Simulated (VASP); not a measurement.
# AlN (P6_3mc) in VASP: vibrations by perturbation theory with PBE

Aim: the vibrations by perturbation theory of AlN with PBE.

All numbers are computed with VASP 6.6.1; they aren't measurements. Logs are shortened: lines on timing, memory, paths and dates and some standing lists are left out, and cuts for length are marked.

## (1) The cell of the first run

It takes space group P6_3mc (No. 186, hexagonal). Conventional cell: a = 3.130 Å, b = 3.130 Å, c = 5.018 Å, α = 90.00°, β = 90.00°, γ = 120.00°. Within 2.5 Å of Al (site symmetry 3m) lie 4 N at 1.90 to 1.91 Å. Within 2.5 Å of N (site symmetry 3m) lie 4 Al at 1.90 to 1.91 Å.

## (2) Vibrations by perturbation theory, PBE

Contents of INCAR:

```
SYSTEM = AlN
PREC = Accurate
ENCUT = 520
EDIFF = 1E-8
ISMEAR = 0
SIGMA = 0.05
LREAL = .False.
LASPH = .True.
NELM = 80
ALGO = Normal
ISIF = 2
LWAVE = .False.
LCHARG = .True.
GGA = PE
IBRION = 8
NSW = 1
KPAR = 4
```

Contents of KPOINTS:

```
regular mesh
0
Gamma
  8 6 4
  0 0 0
```

Contents of POSCAR:

```
AlN
1.0
   -3.1302395625      0.0000000000      0.0000000000
    0.0000000000      0.0000000000     -5.0179796543
    0.0000000000     -5.4217339621      0.0000000000
Al N
4 4
Direct
    0.5000000000      0.9982712825      0.1666666667
    0.0000000000      0.9982712825      0.6666666667
    0.0000000000      0.4982712825      0.3333333333
    0.5000000000      0.4982712825      0.8333333333
    0.5000000000      0.6167287175      0.1666666667
    0.0000000000      0.6167287175      0.6666666667
    0.0000000000      0.1167287175      0.3333333333
    0.5000000000      0.1167287175      0.8333333333
```

Potentials or basis: VASP PAW PBE potentials, release 64 (Al, N).

Started as:

```console
cat potpaw_PBE.64/Al/POTCAR potpaw_PBE.64/N/POTCAR > POTCAR
mpirun -np 4 vasp_std > vasp.out
```

OUTCAR:

```text
SYSTEM = AlN
   PREC = Accurate
   ENCUT = 520
   EDIFF = 1E-8
   ISMEAR = 0
   LREAL = .False.
   LASPH = .True.
   NELM = 80
   ISIF = 2
   GGA = PE
   IBRION = 8
   NSW = 1

 ion  position               nearest neighbor table
   1  0.500  0.998  0.167-   7 1.90   7 1.90   8 1.90   5 1.91   3 3.09   3 3.09   3 3.09   3 3.09
                             4 3.09   4 3.09   2 3.13   2 3.13   2 3.13   2 3.13
   2  0.000  0.998  0.667-   8 1.90   8 1.90   7 1.90   6 1.91   4 3.09   4 3.09   4 3.09   4 3.09
                             3 3.09   3 3.09   1 3.13   1 3.13   1 3.13   1 3.13
   3  0.000  0.498  0.333-   5 1.90   5 1.90   6 1.90   7 1.91   1 3.09   1 3.09   1 3.09   1 3.09
                             2 3.09   2 3.09   4 3.13   4 3.13   4 3.13   4 3.13
   4  0.500  0.498  0.833-   6 1.90   6 1.90   5 1.90   8 1.91   2 3.09   2 3.09   2 3.09   2 3.09
                             1 3.09   1 3.09   3 3.13   3 3.13   3 3.13   3 3.13
   5  0.500  0.617  0.167-   3 1.90   3 1.90   4 1.90   1 1.91
   6  0.000  0.617  0.667-   4 1.90   4 1.90   3 1.90   2 1.91
   7  0.000  0.117  0.333-   1 1.90   1 1.90   2 1.90   3 1.91
   8  0.500  0.117  0.833-   2 1.90   2 1.90   1 1.90   4 1.91

  LATTYP: Found a simple orthorhombic cell.
 ALAT       =     3.1302395625
 B/A-ratio  =     1.6030656933
 C/A-ratio  =     1.7320508076

  Lattice vectors:

 A1 = (  -3.1302395625,   0.0000000000,   0.0000000000)
 A2 = (   0.0000000000,   0.0000000000,  -5.0179796543)
 A3 = (   0.0000000000,  -5.4217339621,   0.0000000000)

Analysis of symmetry for initial positions (statically):
=====================================================================
 Subroutine PRICEL returns following result:

  LATTYP: Found a hexagonal cell.
 ALAT       =     3.1302395625
 C/A-ratio  =     1.6030656933

  Lattice vectors:

 A1 = (  -1.5651197812,  -2.7108669810,   0.0000000000)
 A2 = (  -1.5651197813,   2.7108669811,   0.0000000000)
 A3 = (   0.0000000000,   0.0000000000,  -5.0179796543)
[... 838 lines left out ...]
     5.02616  0.00000  0.00000
     0.00000  5.02284  0.00044
     0.00000  0.00057-11.12525

 INTERNAL STRAIN TENSOR FOR ION    8 for displacements in x,y,z  (eV/Angst):
          X           Y           Z          XY          YZ          ZX
  --------------------------------------------------------------------------------
  x     0.00000     0.00000     0.00000     9.70828     0.00000     4.80343
  y     9.78197    -9.78471    -0.00009     0.00000     4.84263     0.00000
  z     5.02616     5.02284   -11.12525     0.00000    -0.00057     0.00000

 SECOND DERIVATIVES (NOT SYMMETRIZED)
 ------------------------------------
               1X          1Y          1Z          2X          2Y          2Z          3X          3Y          3Z          4X          4Y          4Z          5X          5Y          5Z          6X          6Y          6Z          7X          7Y          7Z          8X          8Y          8Z
  1X   -15.614036    0.000000    0.000000    0.692976    0.000000    0.000000    0.744812    0.000000    0.000000   -0.095603    0.000000    0.000000    1.453847    0.000000    0.000000    0.034802    0.000000    0.000000   11.482607    0.000000    0.000000    1.300594    0.000000    0.000000
  1Y     0.000000  -21.586558   -0.532147    0.000000    6.671204    0.531714    0.000000    0.670291    0.686278    0.000000   -0.028137   -0.686103    0.000000    2.880055   -0.252053    0.000000   -1.388077    0.253569    0.000000    5.718425    1.730808    0.000000    7.062797   -1.732066
  1Z     0.000000   -0.529895  -18.440229    0.000000    0.530194   -1.779576    0.000000   -0.684189    5.110104    0.000000    0.684828    3.130543    0.000000    0.168643    5.787479    0.000000   -0.168723    0.103748    0.000000    2.385992    3.980178    0.000000   -2.386850    2.107753
  2X     0.692976    0.000000    0.000000  -15.614036    0.000000    0.000000   -0.095603    0.000000    0.000000    0.744812    0.000000    0.000000    0.034802    0.000000    0.000000    1.453847    0.000000    0.000000    1.300594    0.000000    0.000000   11.482607    0.000000    0.000000
  2Y     0.000000    6.671204    0.531714    0.000000  -21.586558   -0.532147    0.000000   -0.028137   -0.686103    0.000000    0.670291    0.686278    0.000000   -1.388077    0.253569    0.000000    2.880055   -0.252053    0.000000    7.062797   -1.732066    0.000000    5.718425    1.730808
  2Z     0.000000    0.530194   -1.779576    0.000000   -0.529895  -18.440229    0.000000    0.684828    3.130543    0.000000   -0.684189    5.110104    0.000000   -0.168723    0.103748    0.000000    0.168643    5.787479    0.000000   -2.386850    2.107753    0.000000    2.385992    3.980178
  3X     0.744812    0.000000    0.000000   -0.095603    0.000000    0.000000  -15.614036    0.000000    0.000000    0.692976    0.000000    0.000000   11.482607    0.000000    0.000000    1.300594    0.000000    0.000000    1.453847    0.000000    0.000000    0.034802    0.000000    0.000000
  3Y     0.000000    0.670291   -0.686278    0.000000   -0.028137    0.686103    0.000000  -21.586558    0.532147    0.000000    6.671204   -0.531714    0.000000    5.718425   -1.730808    0.000000    7.062797    1.732066    0.000000    2.880055    0.252053    0.000000   -1.388077   -0.253569
  3Z     0.000000    0.684189    5.110104    0.000000   -0.684828    3.130543    0.000000    0.529895  -18.440229    0.000000   -0.530194   -1.779576    0.000000   -2.385992    3.980178    0.000000    2.386850    2.107753    0.000000   -0.168643    5.787479    0.000000    0.168723    0.103748
  4X    -0.095603    0.000000    0.000000    0.744812    0.000000    0.000000    0.692976    0.000000    0.000000  -15.614036    0.000000    0.000000    1.300594    0.000000    0.000000   11.482607    0.000000    0.000000    0.034802    0.000000    0.000000    1.453847    0.000000    0.000000
  4Y     0.000000   -0.028137    0.686103    0.000000    0.670291   -0.686278    0.000000    6.671204   -0.531714    0.000000  -21.586558    0.532147    0.000000    7.062797    1.732066    0.000000    5.718425   -1.730808    0.000000   -1.388077   -0.253569    0.000000    2.880055    0.252053
  4Z     0.000000   -0.684828    3.130543    0.000000    0.684189    5.110104    0.000000   -0.530194   -1.779576    0.000000    0.529895  -18.440229    0.000000    2.386850    2.107753    0.000000   -2.385992    3.980178    0.000000    0.168723    0.103748    0.000000   -0.168643    5.787479
  5X     1.450601    0.000000    0.000000    0.028815    0.000000    0.000000   11.484343    0.000000    0.000000    1.299952    0.000000    0.000000  -16.067705    0.000000    0.000000    1.094085    0.000000    0.000000    1.215639    0.000000    0.000000   -0.505729    0.000000    0.000000
  5Y     0.000000    2.878169    0.173865    0.000000   -1.387647   -0.173161    0.000000    5.727548   -2.386245    0.000000    7.053303    2.386560    0.000000  -19.958416    0.043034    0.000000    4.988354   -0.043422    0.000000   -0.254195    0.362539    0.000000    0.952884   -0.363169
  5Z     0.000000   -0.254497    5.783735    0.000000    0.254474    0.096467    0.000000   -1.732494    3.985985    0.000000    1.732386    2.108590    0.000000    0.040497  -18.678452    0.000000   -0.041627   -0.160986    0.000000   -0.364308    4.547966    0.000000    0.365568    2.316696
  6X     0.028815    0.000000    0.000000    1.450601    0.000000    0.000000    1.299952    0.000000    0.000000   11.484343    0.000000    0.000000    1.094085    0.000000    0.000000  -16.067705    0.000000    0.000000   -0.505729    0.000000    0.000000    1.215639    0.000000    0.000000
  6Y     0.000000   -1.387647   -0.173161    0.000000    2.878169    0.173865    0.000000    7.053303    2.386560    0.000000    5.727548   -2.386245    0.000000    4.988354   -0.043422    0.000000  -19.958416    0.043034    0.000000    0.952884   -0.363169    0.000000   -0.254195    0.362539
  6Z     0.000000    0.254474    0.096467    0.000000   -0.254497    5.783735    0.000000    1.732386    2.108590    0.000000   -1.732494    3.985985    0.000000   -0.041627   -0.160986    0.000000    0.040497  -18.678452    0.000000    0.365568    2.316696    0.000000   -0.364308    4.547966
  7X    11.484343    0.000000    0.000000    1.299952    0.000000    0.000000    1.450601    0.000000    0.000000    0.028815    0.000000    0.000000    1.215639    0.000000    0.000000   -0.505729    0.000000    0.000000  -16.067705    0.000000    0.000000    1.094085    0.000000    0.000000
  7Y     0.000000    5.727548    2.386245    0.000000    7.053303   -2.386560    0.000000    2.878169   -0.173865    0.000000   -1.387647    0.173161    0.000000   -0.254195   -0.362539    0.000000    0.952884    0.363169    0.000000  -19.958416   -0.043034    0.000000    4.988354    0.043422
  7Z     0.000000    1.732494    3.985985    0.000000   -1.732386    2.108590    0.000000    0.254497    5.783735    0.000000   -0.254474    0.096467    0.000000    0.364308    4.547966    0.000000   -0.365568    2.316696    0.000000   -0.040497  -18.678452    0.000000    0.041627   -0.160986
  8X     1.299952    0.000000    0.000000   11.484343    0.000000    0.000000    0.028815    0.000000    0.000000    1.450601    0.000000    0.000000   -0.505729    0.000000    0.000000    1.215639    0.000000    0.000000    1.094085    0.000000    0.000000  -16.067705    0.000000    0.000000
  8Y     0.000000    7.053303   -2.386560    0.000000    5.727548    2.386245    0.000000   -1.387647    0.173161    0.000000    2.878169   -0.173865    0.000000    0.952884    0.363169    0.000000   -0.254195   -0.362539    0.000000    4.988354    0.043422    0.000000  -19.958416   -0.043034
  8Z     0.000000   -1.732386    2.108590    0.000000    1.732494    3.985985    0.000000   -0.254474    0.096467    0.000000    0.254497    5.783735    0.000000   -0.365568    2.316696    0.000000    0.364308    4.547966    0.000000    0.041627   -0.160986    0.000000   -0.040497  -18.678452

 Eigenvectors and eigenvalues of the dynamical matrix
 ----------------------------------------------------

   1 f  =   21.886715 THz   137.518289 2PiTHz  730.062242 cm-1    90.516141 meV
             X         Y         Z           dx          dy          dz
     -1.565120 -0.903622 -5.009305     0.000000   -0.074425   -0.113646
      0.000000 -3.614489 -5.009305     0.000000    0.074425    0.113646
      0.000000 -1.807245 -2.500315     0.000000   -0.074425    0.113646
     -1.565120 -4.518112 -2.500315    -0.000000    0.074425   -0.113646
     -1.565120 -0.903622 -3.094732     0.000000    0.477349    0.060690
      0.000000 -3.614489 -3.094732     0.000000   -0.477349   -0.060690
      0.000000 -1.807245 -0.585742    -0.000000    0.477349   -0.060690
     -1.565120 -4.518112 -0.585742    -0.000000   -0.477349    0.060690
[... 243 lines left out ...]
  24 f/i=    0.002632 THz     0.016535 2PiTHz    0.087783 cm-1     0.010884 meV
             X         Y         Z           dx          dy          dz
     -1.565120 -0.903622 -5.009305     0.405658   -0.000000    0.000000
      0.000000 -3.614489 -5.009305     0.405658   -0.000000    0.000000
      0.000000 -1.807245 -2.500315     0.405658   -0.000000    0.000000
     -1.565120 -4.518112 -2.500315     0.405658   -0.000000    0.000000
     -1.565120 -0.903622 -3.094732     0.292304   -0.000000    0.000000
      0.000000 -3.614489 -3.094732     0.292304   -0.000000    0.000000
      0.000000 -1.807245 -0.585742     0.292304   -0.000000    0.000000
     -1.565120 -4.518112 -0.585742     0.292304   -0.000000    0.000000

--------------------------------------------------------------------------------------------------------

 ELASTIC MODULI CONTR FROM IONIC RELAXATION (kBar)
 Direction    XX          YY          ZZ          XY          YZ          ZX
 --------------------------------------------------------------------------------
 XX        -630.4643    312.2302    352.3911      0.0000      0.0000      0.0000
 YY         312.2302   -630.5015    352.1859     -0.0000     -0.0000     -0.0000
 ZZ         352.3911    352.1859   -779.9286     -0.0000     -0.0000     -0.0000
 XY           0.0000     -0.0000     -0.0000   -456.1051     -0.0000      0.0000
 YZ           0.0000     -0.0000     -0.0000     -0.0000   -124.3334     -0.0000
 ZX           0.0000     -0.0000     -0.0000     -0.0000     -0.0000   -120.1172
 --------------------------------------------------------------------------------
```

It took 6 min on 4 MPI ranks of Oxide Virtual Turin-like, shared host; peak memory 0.46 GiB.

Results:

```yaml
Highest_phonon_frequency_at_Γ_LO-TO_splitting_left_out: 730 cm⁻¹
```

Phonon frequencies in cm⁻¹ (negative: imaginary):
| q point | frequencies |
| --- | --- |
| (0.000, 0.000, 0.000) | 0 0 0 224 237 237 300 337 394 492 508 536 594 618 636 637 637 649 649 653 656 707 710 730 |
